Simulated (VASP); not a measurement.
# YAlC4N4 (Cmmm) in VASP: further runs

The runs below take YAlC4N4 through single point, with PBE.

Program: VASP 6.6.1. These are calculated values, not measurements. Logs are shortened: lines on timing, memory, paths and dates and some standing lists are left out, and cuts for length are marked.

### 1 The cell of the first run

Symmetry: Cmmm, No. 65, orthorhombic system. Conventional cell: a = 6.762 Å, b = 7.432 Å, c = 7.432 Å, α = 90.00°, β = 90.00°, γ = 90.00°. Y (site symmetry mmm) has 4 N at 2.21 Å within 2.9 Å. Within 2.5 Å of Al (site symmetry mmm) lie 4 C at 1.87 Å. C (site symmetry m) has 1 N at 1.17 Å within 1.6 Å. N (site symmetry m) has 1 C at 1.17 Å within 1.6 Å.

### 2 Single point, PBE

INCAR reads:

```
PREC = Accurate ; ENCUT = 520
EDIFF = 1E-6 ; ISMEAR = 0
SIGMA = 0.1 ; LREAL = F
LASPH = T ; NELM = 80
ALGO = Fast ; ISIF = 2
LWAVE = F ; LCHARG = T
GGA = PE ; LELF = T
LVHAR = T ; NBANDS = 36
```

KPOINTS reads:

```
regular mesh
0
Gamma
  4 4 4
```

POSCAR reads:

```
YAlC4N4
1.0
    3.3811865600     -3.7158461400      0.0000000000
    3.3811865600      3.7158461400      0.0000000000
    0.0000000000      0.0000000000      7.4316922700
Y Al C N
1 1 4 4
Direct
    0.5000000000      0.5000000000      0.5000000000
    0.0000000000      0.0000000000      0.0000000000
    0.1784015200      0.8215984800      0.8215984800
    0.8215984800      0.1784015200      0.1784015200
    0.1784015200      0.8215984800      0.1784015200
    0.8215984800      0.1784015200      0.8215984800
    0.2897240700      0.7102759300      0.7102759300
    0.7102759300      0.2897240700      0.2897240700
    0.2897240700      0.7102759300      0.2897240700
    0.7102759300      0.2897240700      0.7102759300
```

Potentials or basis: VASP PAW PBE potentials, release 64 (Y_sv, Al, C, N).

Started as:

```console
cat potpaw_PBE.64/Y_sv/POTCAR potpaw_PBE.64/Al/POTCAR potpaw_PBE.64/C/POTCAR potpaw_PBE.64/N/POTCAR > POTCAR
mpirun -np 1 vasp_std > vasp.out
```

OUTCAR:

```text
PREC = Accurate
   ENCUT = 520
   EDIFF = 1E-6
   ISMEAR = 0
   LREAL = F
   LASPH = T
   NELM = 80
   ISIF = 2
   GGA = PE

 ion  position               nearest neighbor table
   1  0.500  0.500  0.500-   7 2.21   8 2.21   9 2.21  10 2.21
   2  0.000  0.000  0.000-   3 1.87   4 1.87   5 1.87   6 1.87
   3  0.178  0.822  0.822-   7 1.17   2 1.87
   4  0.822  0.178  0.178-   8 1.17   2 1.87
   5  0.178  0.822  0.178-   9 1.17   2 1.87
   6  0.822  0.178  0.822-  10 1.17   2 1.87
   7  0.290  0.710  0.710-   3 1.17   1 2.21
   8  0.710  0.290  0.290-   4 1.17   1 2.21
   9  0.290  0.710  0.290-   5 1.17   1 2.21
  10  0.710  0.290  0.710-   6 1.17   1 2.21

  LATTYP: Found a base centered orthorhombic cell.
 ALAT       =     6.7623731200
 B/A-ratio  =     1.0989769639
 C/A-ratio  =     1.0989769624

  Lattice vectors:

 A1 = (   3.3811865600,  -3.7158461400,   0.0000000000)
 A2 = (   3.3811865600,   3.7158461400,   0.0000000000)
 A3 = (   0.0000000000,   0.0000000000,   7.4316922700)

Analysis of symmetry for initial positions (statically):
=====================================================================
 Subroutine PRICEL returns:
 Original cell was already a primitive cell.

 Routine SETGRP: Setting up the symmetry group for a
 base centered orthorhombic supercell.

 Subroutine GETGRP returns: Found  8 space group operations
 (whereof  8 operations were pure point group operations)
 out of a pool of  8 trial point group operations.

The static configuration has the point symmetry D_2h.

Analysis of symmetry for dynamics (positions and initial velocities):
=====================================================================
 Subroutine PRICEL returns:
 Original cell was already a primitive cell.

 Routine SETGRP: Setting up the symmetry group for a
 base centered orthorhombic supercell.

 Subroutine GETGRP returns: Found  8 space group operations
 (whereof  8 operations were pure point group operations)
 out of a pool of  8 trial point group operations.

The dynamic configuration has the point symmetry D_2h.

 Subroutine INISYM returns: Found  8 space group operations
[... 111 lines left out ...]
   EDIFFG = 0.1E-04   stopping-criterion for IOM
   NSW    =      0    number of steps for IOM
   IBRION =     -1    ionic relax: 0-MD 1-quasi-New 2-CG
   NFREE  =      0    steps in history (QN), initial steepest desc. (CG)
   ISIF   =      2    stress and relaxation
   ISYM   =      2    0-nonsym 1-usesym 2-fastsym
   POTIM  = 0.5000    time-step for ionic-motion
   TEBEG  =    0.0;   TEEND  =   0.0 temperature during run
   PSTRESS=    0.0 pullay stress
   NELECT =      50.0000    total number of electrons
   NUPDOWN=      -1.0000    fix difference up-down
   EMIN   =  10.00;   EMAX   =-10.00  energy-range for DOS
   EFERMI =   0.00;   METHOD = LEGACY
   ISMEAR =     0;   SIGMA  =   0.10  broadening in eV -4-tet -1-fermi 0-gaus
   EFERMI_NEDOS =   21; number of points for ismear=-14 and -15
   IALGO  =     68    algorithm
   IMIX   =      4    mixing-type and parameters
     AMIX     =   0.40;   BMIX     =  1.00
     AMIX_MAG =   1.60;   BMIX_MAG =  1.00
  volume/ion in A,a.u.               =      18.67       126.02
  Fermi-wavevector in a.u.,A,eV,Ry     =   1.055156  1.993956 15.148101  1.113354
  Thomas-Fermi vector in A             =   2.190343
   LORBIT       =      0    0 simple, 1 ext, 2 COOP (PROOUT), +10 PAW based schemes
   GGA     = PE    functional components
   LHFCALC =     F    Hartree Fock is set to
   AEXX    =    0.0000 exact exchange contribution
   IVDW    =     0    specifies the selected vdW correction
   LEPSILON=     F    determine dielectric tensor
   LRPA    =     F    only Hartree local field effects (RPA)
 non-spin polarized calculation
 RMM-DIIS sequential band-by-band and
 Gauss-broadening in eV      SIGMA  =   0.10
  energy-cutoff  :      520.00
  volume of cell :      186.74
 maximum number of plane-waves:      5055
 NGX is ok and might be reduce to    40
   NGX = 19   NGY = 19   NGZ = 27

 number of electron      50.0000008 magnetization

 Free energy of the ion-electron system (eV)
  ---------------------------------------------------
  ext. energy  EPLUGINS =         0.00000000
  ---------------------------------------------------
  free energy    TOTEN  =       -78.59327331 eV

  energy without entropy =      -78.58265512  energy(sigma->0) =      -78.58796421

 E-fermi :   1.8092     XC(G=0):  -7.7026

 val. band max:        1.8010763134   @ k =   0.0000   0.0000   0.2500
 cond. band min:       1.8141969719   @ k =   0.5000   0.5000   0.0000
 fundamental gap:      0.0131206584
 Fermi energy:         1.8092465730

 k-point     1 :       0.0000    0.0000    0.0000
  band No.  band energies     occupation
      1     -41.7643      2.00000
      2     -22.0005      2.00000
      3     -21.9166      2.00000
      4     -21.9118      2.00000
      5     -17.4545      2.00000
      6     -17.2016      2.00000
[... 808 lines left out ...]
     35       6.0272      0.00000
     36       6.5421      0.00000

------------------------ aborting loop because EDIFF is reached ----------------------------------------

  FORCE on cell =-STRESS in cart. coord.  units (eV):
  Direction    XX          YY          ZZ          XY          YZ          ZX
  --------------------------------------------------------------------------------------
  -------------------------------------------------------------------------------------
  Total        1.4069932     16.4331303     15.8071695     -0.0000000      0.0000000      0.0000000
  in kB       12.0714106    140.9893508    135.6188700     -0.0000000      0.0000000      0.0000000
  external PRESSURE =      96.2265438 kB  Pullay stress =       0.0000000 kB

 VOLUME and BASIS-vectors are now :
 -----------------------------------------------------------------------------
  energy-cutoff  :      520.00
  volume of cell :      186.74
      direct lattice vectors                 reciprocal lattice vectors
     3.381186560 -3.715846140  0.000000000     0.147877081 -0.134558854  0.000000000
     3.381186560  3.715846140  0.000000000     0.147877081  0.134558854  0.000000000
     0.000000000  0.000000000  7.431692270     0.000000000  0.000000000  0.134558855

 POSITION                                       TOTAL-FORCE (eV/Angst)
 -----------------------------------------------------------------------------------
      3.38119      0.00000      3.71585         0.000000      0.000000      0.000000
      0.00000      0.00000      0.00000         0.000000      0.000000      0.000000
      3.38119      2.39002      6.10587         0.000000      0.184226      0.209711
      3.38119     -2.39002      1.32583         0.000000     -0.184226     -0.209711
      3.38119      2.39002      1.32583         0.000000      0.184226     -0.209711
      3.38119     -2.39002      6.10587         0.000000     -0.184226      0.209711
      3.38119      1.56271      5.27855         0.000000     -0.664822     -0.901208
      3.38119     -1.56271      2.15314         0.000000      0.664822      0.901208
      3.38119      1.56271      2.15314         0.000000     -0.664822      0.901208
      3.38119     -1.56271      5.27855         0.000000      0.664822     -0.901208
 -----------------------------------------------------------------------------------
    total drift:                                0.000000      0.000000      0.000000

  FREE ENERGIE OF THE ION-ELECTRON SYSTEM (eV)
  ---------------------------------------------------
  free  energy   TOTEN  =       -78.5932733131 eV

  energy  without entropy=      -78.5826551153  energy(sigma->0) =      -78.58796421
```

stdout:

```text
POSCAR found type information on POSCAR Y AlC N
 POSCAR found :  4 types and      10 ions
 scaLAPACK will be used
 LDA part: xc-table for (Slater+PW92), standard interpolation
 POSCAR, INCAR and KPOINTS ok, starting setup
 FFT: planning ... GRIDC
 FFT: planning ... GRID_SOFT
 FFT: planning ... GRID
 WAVECAR not read
 entering main loop
WARNING in EDDRMM: call to ZHEGV failed, returncode =   6  3     18
WARNING in EDDRMM: call to ZHEGV failed, returncode =   8  4     29
```

It took 3.7 min on 1 thread of Oxide Virtual Turin-like, shared host; peak memory 0.35 GiB.

What came out:

```yaml
Free_energy: -78.5933 eV
Pressure: 9.6 GPa
Largest_force: 1.120 eV/Å
Band_gap_on_the_k_mesh: zero (bands 25 and 26 overlap by 0.33 eV)
```

Forces in eV/Å, atoms in the order of the input:
```
Y    0.000  0.000  0.000
Al   0.000  0.000  0.000
C    0.000  0.184  0.210
C    0.000 -0.184 -0.210
C    0.000  0.184 -0.210
C    0.000 -0.184  0.210
N    0.000 -0.665 -0.901
N    0.000  0.665  0.901
N    0.000 -0.665  0.901
N    0.000  0.665 -0.901
```

Caveat: the stress differs along the axes, from 1 to 14 GPa; forces of over 1 eV/Å act on the atoms, so gaps and moduli don't describe the material at rest.

### 3 Single point, PBE

This run uses another cell than the first one, of 21.87 Å³/atom.

INCAR reads:

```
SYSTEM = YAlC4N4
PREC = Accurate
ENCUT = 520
EDIFF = 1E-6
ISMEAR = 0
SIGMA = 0.1
LREAL = .False.
LASPH = .True.
NELM = 80
ALGO = Fast
ISIF = 2
LWAVE = .False.
LCHARG = .False.
GGA = PE
NBANDS = 36
```

KPOINTS reads:

```
Automatic mesh
0
Gamma
  4 4 4
  0 0 0
```

POSCAR reads:

```
YAlC4N4
1.0
    3.6809079443     -3.8829335999      0.0000000000
    3.6809079443      3.8829335999      0.0000000000
    0.0000000000      0.0000000000      7.6502002705
Y Al C N
1 1 4 4
Direct
    0.5000000000      0.5000000000      0.5000000000
    0.0000000000      0.0000000000      0.0000000000
    0.1795786083      0.8204213917      0.8161878284
    0.8204213917      0.1795786083      0.1838121716
    0.1795786083      0.8204213917      0.1838121716
    0.8204213917      0.1795786083      0.8161878284
    0.2854174965      0.7145825035      0.7048988321
    0.7145825035      0.2854174965      0.2951011679
    0.2854174965      0.7145825035      0.2951011679
    0.7145825035      0.2854174965      0.7048988321
```

Potentials or basis: VASP PAW PBE potentials, release 64 (Y_sv, Al, C, N).

Started as:

```console
cat potpaw_PBE.64/Y_sv/POTCAR potpaw_PBE.64/Al/POTCAR potpaw_PBE.64/C/POTCAR potpaw_PBE.64/N/POTCAR > POTCAR
mpirun -np 1 vasp_std > vasp.out
```

Run time: 4.8 min. Hardware: 1 thread of Oxide Virtual Turin-like, shared host; peak memory 0.37 GiB.

Results (log left out):

```yaml
Free_energy: -79.2441 eV
Pressure: 0.3 GPa
Largest_force: 0.345 eV/Å
Band_gap_on_the_k_mesh: zero (bands 25 and 26 overlap by 0.23 eV)
```

Forces in eV/Å, atoms in the order of the input:
```
Y    0.000  0.000  0.000
Al   0.000  0.000  0.000
C    0.000  0.248  0.239
C    0.000 -0.248 -0.239
C    0.000  0.248 -0.239
C    0.000 -0.248  0.239
N    0.000 -0.242 -0.239
N    0.000  0.242  0.239
N    0.000 -0.242  0.239
N    0.000  0.242 -0.239
```

Stress tensor (GPa, compression positive):
```
0.16 0.00 0.00
0.00 0.32 0.00
0.00 0.00 0.38
```

Levels at points of the mesh, in eV from the Fermi level:
```
           k point  band 21  band 22  band 23  band 24  band 25  band 26  band 27  band 28  band 29  band 30
(0.00, 0.00, 0.00)    -4.96    -4.92    -4.64    -4.30    -0.28    -0.11     0.34     0.37     0.38     2.73
(0.50, 0.00, 0.00)    -5.20    -4.86    -4.75    -4.03    -0.44     0.81     0.94     1.02     1.15     1.74
(0.50, 0.50, 0.00)    -4.91    -4.69    -4.65    -4.37    -0.15     0.00     0.94     1.01     1.07     2.74
(0.00, 0.00, 0.50)    -4.96    -4.90    -4.69    -4.02    -0.54     0.41     0.74     0.77     1.11     1.46
(0.50, 0.00, 0.50)    -5.19    -4.80    -4.72    -4.35     0.12     0.63     0.74     0.84     1.39     1.67
(0.50, 0.50, 0.50)    -4.85    -4.80    -4.66    -4.15    -0.27     0.95     1.10     1.18     1.40     1.87
```

### 4 Single point, PBE

This run uses another cell than the first one, of 22.50 Å³/atom.

INCAR reads:

```
SYSTEM = YAlC4N4
  PREC = Accurate
  ENCUT = 520
  EDIFF = 1E-6
  ISMEAR = 0
  SIGMA = 0.2
  LREAL = .FALSE.
  LASPH = .TRUE.
  NELM = 80
  ALGO = Fast
  ISIF = 2
  LWAVE = .FALSE.
  LCHARG = .TRUE.
  GGA = PE
  LELF = .TRUE.
  LVHAR = .TRUE.
  NBANDS = 36
```

KPOINTS reads:

```
Automatic mesh
0
G
  4 4 4
  0 0 0
```

POSCAR reads:

```
YAlC4N4
1.0
    3.7887256731     -3.8943712564      0.0000000000
    3.7887256731      3.8943712564      0.0000000000
    0.0000000000      0.0000000000      7.6252695010
Y Al C N
1 1 4 4
Direct
    0.5000000000      0.5000000000      0.5000000000
    0.0000000000      1.0000000000      0.0000000000
    0.1794073504      0.8205926496      0.8159661479
    0.8205926496      0.1794073504      0.1840338521
    0.1794073504      0.8205926496      0.1840338521
    0.8205926496      0.1794073504      0.8159661479
    0.2862015138      0.7137984862      0.7055789881
    0.7137984862      0.2862015138      0.2944210119
    0.2862015138      0.7137984862      0.2944210119
    0.7137984862      0.2862015138      0.7055789881
```

Potentials or basis: VASP PAW PBE potentials, release 64 (Y_sv, Al, C, N).

Started as:

```console
cat potpaw_PBE.64/Y_sv/POTCAR potpaw_PBE.64/Al/POTCAR potpaw_PBE.64/C/POTCAR potpaw_PBE.64/N/POTCAR > POTCAR
mpirun -np 1 vasp_std > vasp.out
```

OUTCAR:

```text
SYSTEM = YAlC4N4
   PREC = Accurate
   ENCUT = 520
   EDIFF = 1E-6
   ISMEAR = 0
   LREAL = .FALSE.
   LASPH = .TRUE.
   NELM = 80
   ISIF = 2
   GGA = PE

 ion  position               nearest neighbor table
   1  0.500  0.500  0.500-   7 2.29   8 2.29   9 2.29  10 2.29
   2  0.000  0.000  0.000-   3 1.98   4 1.98   5 1.98   6 1.98
   3  0.179  0.821  0.816-   7 1.18   2 1.98
   4  0.821  0.179  0.184-   8 1.18   2 1.98
   5  0.179  0.821  0.184-   9 1.18   2 1.98
   6  0.821  0.179  0.816-  10 1.18   2 1.98
   7  0.286  0.714  0.706-   3 1.18   1 2.29
   8  0.714  0.286  0.294-   4 1.18   1 2.29
   9  0.286  0.714  0.294-   5 1.18   1 2.29
  10  0.714  0.286  0.706-   6 1.18   1 2.29
[... 1033 lines left out ...]
  external PRESSURE =       2.6323933 kB  Pullay stress =       0.0000000 kB

 VOLUME and BASIS-vectors are now :
 -----------------------------------------------------------------------------
  energy-cutoff  :      520.00
  volume of cell :      225.02
      direct lattice vectors                 reciprocal lattice vectors
     3.788725673 -3.894371256  0.000000000     0.131970494 -0.128390430  0.000000000
     3.788725673  3.894371256  0.000000000     0.131970494  0.128390430  0.000000000
     0.000000000  0.000000000  7.625269501     0.000000000  0.000000000  0.131142906

 POSITION                                       TOTAL-FORCE (eV/Angst)
 -----------------------------------------------------------------------------------
      3.78873      0.00000      3.81263         0.000000     -0.000000      0.000000
      0.00000      0.00000      0.00000         0.000000     -0.000000      0.000000
      3.78873      2.49701      6.22196         0.000000      0.246996      0.244437
      3.78873     -2.49701      1.40331         0.000000     -0.246996     -0.244437
      3.78873      2.49701      1.40331         0.000000      0.246996     -0.244437
      3.78873     -2.49701      6.22196         0.000000     -0.246996      0.244437
      3.78873      1.66522      5.38023         0.000000     -0.247111     -0.238648
      3.78873     -1.66522      2.24504         0.000000      0.247111      0.238648
      3.78873      1.66522      2.24504         0.000000     -0.247111      0.238648
      3.78873     -1.66522      5.38023         0.000000      0.247111     -0.238648
 -----------------------------------------------------------------------------------
    total drift:                                0.000000      0.000000     -0.000000

  FREE ENERGIE OF THE ION-ELECTRON SYSTEM (eV)
  ---------------------------------------------------
  free  energy   TOTEN  =       -79.2635487076 eV

  energy  without entropy=      -79.2201820662  energy(sigma->0) =      -79.24186539
```

It took 4 min on 1 thread of Oxide Virtual Turin-like, shared host; peak memory 0.38 GiB.

What came out:

```
Free energy            : -79.2635 eV
Pressure               : 0.3 GPa
Largest force          : 0.348 eV/Å
Band gap on the k mesh : zero (bands 25 and 26 overlap by 0.24 eV)
```

Forces in eV/Å, atoms in the order of the input:
```
Y    0.000  0.000  0.000
Al   0.000  0.000  0.000
C    0.000  0.247  0.244
C    0.000 -0.247 -0.244
C    0.000  0.247 -0.244
C    0.000 -0.247  0.244
N    0.000 -0.247 -0.239
N    0.000  0.247  0.239
N    0.000 -0.247  0.239
N    0.000  0.247 -0.239
```

Stress tensor (GPa, compression positive):
```
-0.02  0.00  0.00
 0.00  0.41  0.00
 0.00  0.00  0.40
```

### 5 The runs side by side

```csv
cell,smearing,gap on the mesh (eV),pressure (GPa),largest force (eV/Å)
"a = 5.024, b = 5.024, c = 7.432 Å, angles 90.0, 90.0, 95.4°, 10 atoms, atomic positions A",gaussian 0.1 eV,none,9.6,1.12
"a = 5.350, b = 5.350, c = 7.650 Å, angles 90.0, 90.0, 93.1°, 10 atoms, atomic positions B",gaussian 0.1 eV,none,0.3,0.35
"a = 5.433, b = 5.433, c = 7.625 Å, angles 90.0, 90.0, 91.6°, 10 atoms, atomic positions C",gaussian 0.2 eV,none,0.3,0.35
```

Alike in all rows: task single point; level PBE; potentials or basis VASP PAW PBE potentials, release 64 (Y_sv, Al, C, N); no spin polarisation; k mesh 4 × 4 × 4; cutoff (eV) 520.

Caveats: the stress differs along the axes, from 1 to 14 GPa (at least some runs); forces of over 1 eV/Å act on the atoms, so gaps and moduli don't describe the material at rest (at least some runs).

Absolute energies hang on the potentials; compare differences alone.

The gap in the log of VASP goes by the Fermi energy; the results here count the filled bands.